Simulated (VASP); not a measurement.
# Si2C (P4_2/mnm) in VASP: a series of runs, part 2 of 2

VASP 6.6.1. Earlier steps stand in the parts before.

### Step 3. Single point, PBE

This run uses another cell than the first one, of 13.23 Å³/atom, 1.085 times its volume.

Contents of INCAR:

```
PREC = Accurate
ENCUT = 520
EDIFF = 1E-6
ISMEAR = 0
SIGMA = 0.1
LREAL = F
LASPH = T
NELM = 100
ALGO = Normal
ISIF = 2
LWAVE = F
LCHARG = F
GGA = PE
NBANDS = 21
```

Contents of KPOINTS:

```
regular mesh
0
Gamma
  4 4 6
```

Contents of POSCAR:

```
Si2C
1.0
    4.9770343724      0.0000000000      0.0000000000
    0.0000000000      4.9770343724      0.0000000000
    0.0000000000      0.0000000000      3.2057128228
Si C
4 2
Direct
    0.3060000000      0.3060000000      0.0000000000
    0.1940000000      0.8060000000      0.5000000000
    0.6940000000      0.6940000000      0.0000000000
    0.8060000000      0.1940000000      0.5000000000
    0.0000000000      0.0000000000      0.0000000000
    0.5000000000      0.5000000000      0.5000000000
```

Potentials or basis: VASP PAW PBE potentials, release 64 (Si, C).

On the command line:

```
$ cat potpaw_PBE.64/Si/POTCAR potpaw_PBE.64/C/POTCAR > POTCAR
$ mpirun -np 1 vasp_std > vasp.out
```

OUTCAR:

```text
PREC = Accurate
   ENCUT = 520
   EDIFF = 1E-6
   ISMEAR = 0
   LREAL = F
   LASPH = T
   NELM = 100
   ISIF = 2
   GGA = PE

 ion  position               nearest neighbor table
   1  0.306  0.306  0.000-   6 2.11   6 2.11   5 2.15   3 2.73   4 3.01   2 3.01   4 3.01   2 3.01
                             2 3.01   2 3.01   4 3.01   4 3.01
   2  0.194  0.806  0.500-   5 2.11   5 2.11   6 2.15   4 2.73   1 3.01   1 3.01   3 3.01   3 3.01
                             1 3.01   1 3.01   3 3.01   3 3.01
   3  0.694  0.694  0.000-   6 2.11   6 2.11   5 2.15   1 2.73   4 3.01   2 3.01   4 3.01   2 3.01
                             4 3.01   4 3.01   2 3.01   2 3.01
   4  0.806  0.194  0.500-   5 2.11   5 2.11   6 2.15   2 2.73   3 3.01   1 3.01   3 3.01   1 3.01
                             3 3.01   3 3.01   1 3.01   1 3.01
   5  0.000  0.000  0.000-   2 2.11   4 2.11   2 2.11   4 2.11   3 2.15   1 2.15
   6  0.500  0.500  0.500-   1 2.11   3 2.11   1 2.11   3 2.11   2 2.15   4 2.15

  LATTYP: Found a simple tetragonal cell.
 ALAT       =     4.9770343724
 C/A-ratio  =     0.6441010013

  Lattice vectors:

 A1 = (   4.9770343724,   0.0000000000,   0.0000000000)
 A2 = (   0.0000000000,   4.9770343724,   0.0000000000)
[... 190 lines left out ...]
 fundamental gap:      0.1665547542
 Fermi energy:         8.5280576993

 k-point     1 :       0.0000    0.0000    0.0000
  band No.  band energies     occupation
      1      -7.3090      2.00000
      2      -4.9358      2.00000
      3      -0.7678      2.00000
      4      -0.7678      2.00000
      5       3.2244      2.00000
      6       3.2244      2.00000
[... 565 lines left out ...]
     20      14.6945      0.00000
     21      14.9550      0.00000

------------------------ aborting loop because EDIFF is reached ----------------------------------------

  FORCE on cell =-STRESS in cart. coord.  units (eV):
  Direction    XX          YY          ZZ          XY          YZ          ZX
  --------------------------------------------------------------------------------------
  -------------------------------------------------------------------------------------
  Total       -0.6474055     -0.6474055     -8.5410253      0.0000000      0.0000000      0.0000000
  in kB      -13.0623432    -13.0623432   -172.3275426      0.0000000      0.0000000      0.0000000
  external PRESSURE =     -66.1507430 kB  Pullay stress =       0.0000000 kB

 VOLUME and BASIS-vectors are now :
 -----------------------------------------------------------------------------
  energy-cutoff  :      520.00
  volume of cell :       79.41
      direct lattice vectors                 reciprocal lattice vectors
     4.977034372  0.000000000  0.000000000     0.200922864  0.000000000  0.000000000
     0.000000000  4.977034372  0.000000000     0.000000000  0.200922864  0.000000000
     0.000000000  0.000000000  3.205712823     0.000000000  0.000000000  0.311943101

 POSITION                                       TOTAL-FORCE (eV/Angst)
 -----------------------------------------------------------------------------------
      1.52297      1.52297      0.00000        -0.414082     -0.414082     -0.000000
      0.96554      4.01149      1.60286         0.414082     -0.414082     -0.000000
      3.45406      3.45406      0.00000         0.414082      0.414082      0.000000
      4.01149      0.96554      1.60286        -0.414082      0.414082      0.000000
      0.00000      0.00000      0.00000        -0.000000      0.000000      0.000000
      2.48852      2.48852      1.60286        -0.000000      0.000000      0.000000
 -----------------------------------------------------------------------------------
    total drift:                                0.000000      0.000000     -0.000000

  FREE ENERGIE OF THE ION-ELECTRON SYSTEM (eV)
  ---------------------------------------------------
  free  energy   TOTEN  =       -32.8868571004 eV

  energy  without entropy=      -32.8780868345  energy(sigma->0) =      -32.88247197
```

OSZICAR:

```text
N       E                     dE             d eps       ncg     rms          rms(c)
DAV:   1     0.461491355739E+02    0.46149E+02   -0.10300E+04  1008   0.100E+03
DAV:   2    -0.303776789612E+02   -0.76527E+02   -0.73001E+02  1325   0.153E+02
DAV:   3    -0.349547747521E+02   -0.45771E+01   -0.45125E+01  1332   0.336E+01
DAV:   4    -0.350198852346E+02   -0.65110E-01   -0.65050E-01  1304   0.450E+00
DAV:   5    -0.350206909547E+02   -0.80572E-03   -0.80561E-03  1272   0.494E-01    0.911E+00
DAV:   6    -0.328356888881E+02    0.21850E+01   -0.89637E+00  1244   0.141E+01    0.410E+00
DAV:   7    -0.329087289435E+02   -0.73040E-01   -0.10041E+00  1136   0.514E+00    0.217E+00
DAV:   8    -0.328920444957E+02    0.16684E-01   -0.96309E-02  1143   0.154E+00    0.547E-01
DAV:   9    -0.328866675162E+02    0.53770E-02   -0.18380E-02  1249   0.688E-01    0.100E-01
DAV:  10    -0.328868673567E+02   -0.19984E-03   -0.22550E-03  1174   0.240E-01    0.469E-02
DAV:  11    -0.328868565970E+02    0.10760E-04   -0.51738E-05  1285   0.402E-02    0.149E-02
DAV:  12    -0.328868571004E+02   -0.50343E-06   -0.86834E-06  1207   0.160E-02
   1 F= -.32886857E+02 E0= -.32882472E+02  d E =-.877027E-02
```

It took 30 s on 1 thread of AMD EPYC 7R43 (Zen 3), shared host; peak memory 0.15 GiB.

Results:

| Item | Value |
| --- | --- |
| Free energy | -32.8869 eV |
| Pressure | -6.6 GPa |
| Largest force | 0.586 eV/Å |
| Band gap on the k mesh | zero (band 12 reaches 9.41 eV, above the bottom of band 13 at 7.51 eV) |

Forces on the atoms (eV/Å):
```
Si  -0.414 -0.414  0.000
Si   0.414 -0.414  0.000
Si   0.414  0.414  0.000
Si  -0.414  0.414  0.000
C    0.000  0.000  0.000
C    0.000  0.000  0.000
```
